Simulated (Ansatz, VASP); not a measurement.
# CdSe in VASP and in Ansatz

```
CELL_PARAMETERS angstrom
0.00000 2.66373 2.66373
2.66373 0.00000 2.66373
2.66373 2.66373 0.00000
ATOMIC_POSITIONS crystal
Cd 0.00000 0.00000 0.00000
Se 0.50000 0.50000 0.50000
```

Change from the starting cell: volume scaled by 0.8, PAW files.

Alike in both runs: task single point; functional PBE; k mesh 14 × 14 × 14; occupations fermi-dirac, width 0.1 eV; no spin polarisation.

|  | VASP | Ansatz |
| --- | --- | --- |
| version | VASP 6.6.1 | Ansatz 0.2.0 |
| potentials or method | VASP PAW PBE potentials, release 64 (Cd, Se) | PAW with Ansatz's default frozen-core files, scalar-relativistic |
| plane-wave cutoff (eV) | 520 | 420 |
| valence electrons in the cell | 18 | 36 |

|  | VASP | Ansatz | Ansatz less VASP |
| --- | --- | --- | --- |
| pressure (GPa) | 23.8 | 22.8 | -0.97 |

VASP's potentials hold 18 valence electrons a cell and Ansatz's 36, so a difference there can come from the potentials and not from the codes.
